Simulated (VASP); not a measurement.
# Be3CdS2 (R-3m) in VASP: further runs, part 2 of 2

VASP 6.6.1. The steps go on from the part before.

## Step 5: Single point, PBE

This run uses another cell than the first one, of 15.27 Å³/atom.

INCAR

```
ALGO = Normal
EDIFF = 1E-6
ENCUT = 600
GGA = PE
GGA_COMPAT = False
ISIF = 2
ISMEAR = 0
LASPH = True
LCHARG = False
LREAL = False
LWAVE = False
NBANDS = 24
NELM = 120
PREC = Accurate
SIGMA = 0.1
```

KPOINTS

```
k-points
0
Gamma
  12 12 12
```

POSCAR

```
Be3CdS2
1.0
    2.0366720568      1.1758731603      6.3748496398
   -2.0366720568      1.1758731603      6.3748496398
    0.0000000000     -2.3517463205      6.3748496398
Be Cd S
3 1 2
Direct
    0.0000000000      0.5000000000      0.0000000000
    0.5000000000      0.0000000000      0.0000000000
    0.0000000000      0.0000000000      0.5000000000
    0.0000000000      0.0000000000      0.0000000000
    0.5840993640      0.5840993640      0.5840993640
    0.4159006360      0.4159006360      0.4159006360
```

Potentials or basis: VASP PAW PBE potentials, release 64 (Be, Cd, S).

The run is started by

```bash
cat potpaw_PBE.64/Be/POTCAR potpaw_PBE.64/Cd/POTCAR potpaw_PBE.64/S/POTCAR > POTCAR
mpirun -np 1 vasp_std > vasp.out
```

OUTCAR:

```text
EDIFF = 1E-6
   ENCUT = 600
   GGA = PE
   ISIF = 2
   ISMEAR = 0
   LASPH = True
   LREAL = False
   NELM = 120
   PREC = Accurate

 ion  position               nearest neighbor table
   1  0.000  0.500  0.000-   2 2.04   2 2.04   3 2.04   3 2.04
   2  0.500  0.000  0.000-   1 2.04   1 2.04   3 2.04   3 2.04
   3  0.000  0.000  0.500-   1 2.04   2 2.04   1 2.04   2 2.04
   4  0.000  0.000  0.000-   5 2.83   5 2.83   6 2.83   6 2.83   5 2.83   6 2.83
   5  0.584  0.584  0.584-   4 2.83   4 2.83   4 2.83
   6  0.416  0.416  0.416-   4 2.83   4 2.83   4 2.83

  LATTYP: Found a trigonal (rhomboedric) cell.
 ALAT       =     6.7948082156
 COS(alpha) =     0.8203125279

  Lattice vectors:

 A1 = (   2.0366720568,   1.1758731603,   6.3748496398)
 A2 = (  -2.0366720568,   1.1758731603,   6.3748496398)
 A3 = (   0.0000000000,  -2.3517463205,   6.3748496398)

Analysis of symmetry for initial positions (statically):
=====================================================================
 Subroutine PRICEL returns:
 Original cell was already a primitive cell.

 Routine SETGRP: Setting up the symmetry group for a
 trigonal (rhombohedral) supercell.

 Subroutine GETGRP returns: Found 12 space group operations
 (whereof 12 operations were pure point group operations)
 out of a pool of 12 trial point group operations.

The static configuration has the point symmetry D_3d.

Analysis of symmetry for dynamics (positions and initial velocities):
=====================================================================
 Subroutine PRICEL returns:
 Original cell was already a primitive cell.

 Routine SETGRP: Setting up the symmetry group for a
 trigonal (rhombohedral) supercell.

 Subroutine GETGRP returns: Found 12 space group operations
 (whereof 12 operations were pure point group operations)
 out of a pool of 12 trial point group operations.

The dynamic configuration has the point symmetry D_3d.
[... 127 lines left out ...]
     AMIX_MAG =   1.60;   BMIX_MAG =  1.00
  volume/ion in A,a.u.               =      15.27       103.03
  Fermi-wavevector in a.u.,A,eV,Ry     =   1.128447  2.132455 17.325544  1.273392
  Thomas-Fermi vector in A             =   2.265137
   LORBIT       =      0    0 simple, 1 ext, 2 COOP (PROOUT), +10 PAW based schemes
   GGA     = PE    functional components
   LHFCALC =     F    Hartree Fock is set to
   AEXX    =    0.0000 exact exchange contribution
   IVDW    =     0    specifies the selected vdW correction
   LEPSILON=     F    determine dielectric tensor
   LRPA    =     F    only Hartree local field effects (RPA)
 non-spin polarized calculation
 Gauss-broadening in eV      SIGMA  =   0.10
  energy-cutoff  :      600.00
  volume of cell :       91.60
 maximum number of plane-waves:      3074
   NGX = 27   NGY = 27   NGZ = 27

 number of electron      30.0000002 magnetization

 Free energy of the ion-electron system (eV)
  ---------------------------------------------------
  ext. energy  EPLUGINS =         0.00000000
  ---------------------------------------------------
  free energy    TOTEN  =       -19.77057574 eV

  energy without entropy =      -19.76903713  energy(sigma->0) =      -19.76980643

 E-fermi :   4.6149     XC(G=0):  -9.9734

 val. band max:        4.6029749583   @ k =   0.3333   0.3333   0.3333
 cond. band min:       4.6251138102   @ k =   0.2500   0.0000   0.0000
 fundamental gap:      0.0221388519
 Fermi energy:         4.6148638723

 k-point     1 :       0.0000    0.0000    0.0000
  band No.  band energies     occupation
      1      -9.5954      2.00000
      2      -8.4368      2.00000
      3      -4.3286      2.00000
      4      -4.2916      2.00000
      5      -4.2916      2.00000
      6      -4.0931      2.00000
[... 637 lines left out ...]
     23      11.3031      0.00000
     24      11.6496      0.00000

 [... further k-points ...]

------------------------ aborting loop because EDIFF is reached ----------------------------------------

  FORCE on cell =-STRESS in cart. coord.  units (eV):
  Direction    XX          YY          ZZ          XY          YZ          ZX
  --------------------------------------------------------------------------------------
  -------------------------------------------------------------------------------------
  Total        0.0690929      0.0690929      0.0644633      0.0000000      0.0000000      0.0000000
  in kB        1.2084842      1.2084842      1.1275102      0.0000000      0.0000000      0.0000000
  external PRESSURE =       1.1814929 kB  Pullay stress =       0.0000000 kB

 VOLUME and BASIS-vectors are now :
 -----------------------------------------------------------------------------
  energy-cutoff  :      600.00
  volume of cell :       91.60
      direct lattice vectors                 reciprocal lattice vectors
     2.036672057  1.175873160  6.374849640     0.245498532  0.141738644  0.052288815
    -2.036672057  1.175873160  6.374849640    -0.245498532  0.141738644  0.052288815
     0.000000000 -2.351746321  6.374849640     0.000000000 -0.283477287  0.052288815

 POSITION                                       TOTAL-FORCE (eV/Angst)
 -----------------------------------------------------------------------------------
     -1.01834      0.58794      3.18742        -0.000000      0.000000      0.000000
      1.01834      0.58794      3.18742        -0.000000      0.000000     -0.000000
      0.00000     -1.17587      3.18742         0.000000      0.000000     -0.000000
      0.00000      0.00000      0.00000         0.000000      0.000000      0.000000
      0.00000      0.00000     11.17064         0.000000     -0.000000     -0.026677
      0.00000      0.00000      7.95391         0.000000      0.000000      0.026677
 -----------------------------------------------------------------------------------
    total drift:                                0.000000      0.000000     -0.000000

  FREE ENERGIE OF THE ION-ELECTRON SYSTEM (eV)
  ---------------------------------------------------
  free  energy   TOTEN  =       -19.7705757427 eV

  energy  without entropy=      -19.7690371264  energy(sigma->0) =      -19.76980643
```

OSZICAR:

```text
N       E                     dE             d eps       ncg     rms          rms(c)
DAV:   1     0.165326561063E+03    0.16533E+03   -0.14867E+04  9104   0.126E+03
DAV:   2    -0.109384537283E+02   -0.17627E+03   -0.16371E+03 10784   0.267E+02
DAV:   3    -0.220129115934E+02   -0.11074E+02   -0.10892E+02 12096   0.679E+01
DAV:   4    -0.221796476267E+02   -0.16674E+00   -0.16661E+00 10408   0.866E+00
DAV:   5    -0.221825792381E+02   -0.29316E-02   -0.29312E-02 12048   0.116E+00    0.101E+01
DAV:   6    -0.199655789417E+02    0.22170E+01   -0.32752E+00 10672   0.210E+01    0.716E+00
DAV:   7    -0.197801481420E+02    0.18543E+00   -0.10328E+00 11864   0.549E+00    0.374E+00
DAV:   8    -0.197701073077E+02    0.10041E-01   -0.13022E-01  9808   0.314E+00    0.936E-01
DAV:   9    -0.197705041998E+02   -0.39689E-03   -0.11628E-02 11488   0.934E-01    0.345E-01
DAV:  10    -0.197704840516E+02    0.20148E-04   -0.15426E-03 10600   0.258E-01    0.980E-02
DAV:  11    -0.197705493121E+02   -0.65261E-04   -0.15999E-04 11584   0.734E-02    0.307E-02
DAV:  12    -0.197705727088E+02   -0.23397E-04   -0.33505E-05  9944   0.312E-02    0.124E-02
DAV:  13    -0.197705753619E+02   -0.26532E-05   -0.34896E-06 11072   0.123E-02    0.736E-03
DAV:  14    -0.197705757427E+02   -0.38076E-06   -0.55504E-07  7408   0.546E-03
   1 F= -.19770576E+02 E0= -.19769806E+02  d E =-.153862E-02
```

Run time: 14 min. Hardware: 1 thread of Intel Xeon 6975P-C (Granite Rapids), shared host; peak memory 0.74 GiB.

Results:

```yaml
Free_energy: -19.7706 eV
Pressure: 0.1 GPa
Largest_force: 0.027 eV/Å
Band_gap_on_the_k_mesh: zero (bands 15 and 16 overlap by 0.35 eV)
```

Forces in eV/Å, atoms in the order of the input:
```
Be   0.000  0.000  0.000
Be   0.000  0.000  0.000
Be   0.000  0.000  0.000
Cd   0.000  0.000  0.000
S    0.000  0.000 -0.027
S    0.000  0.000  0.027
```

Caveat: semilocal functionals underestimate gaps, and a narrow one can read as zero.

## Step 6: Overview

| task | cell | k mesh | gap on the mesh (eV) | pressure (GPa) | largest force (eV/Å) |
| --- | --- | --- | --- | --- | --- |
| single point | a = 4.961 Å, angles 62.9°, 6 atoms, atomic positions A | 6 × 6 × 6 | none | -3.9 | 0.16 |
| single point | a = 6.769 Å, angles 35.0°, 6 atoms, atomic positions B | 6 × 6 × 6 | none | 0.2 | 0.02 |
| relaxation of cell and atoms | relaxed from a = 4.961 Å, angles 62.9°, 6 atoms, atomic positions A | 6 × 6 × 6 | none | 0.3 | - |
| single point | a = 6.795 Å, angles 34.9°, 6 atoms, atomic positions C | 12 × 12 × 12 | none | 0.1 | 0.03 |

Alike in all rows: level PBE; potentials or basis VASP PAW PBE potentials, release 64 (Be, Cd, S); no spin polarisation; cutoff (eV) 600; smearing gaussian 0.1 eV.

Caveats: semilocal functionals underestimate gaps, and a narrow one can read as zero; the cell stands under tension (at least some runs); a cell axis changed by over 15 % at a fixed basis, so the end point is rough (at least some runs).

Total energies depend on the potentials used, so only differences within one code and one set of settings carry meaning.

The gap in the log of VASP goes by the Fermi energy; the results here count the filled bands.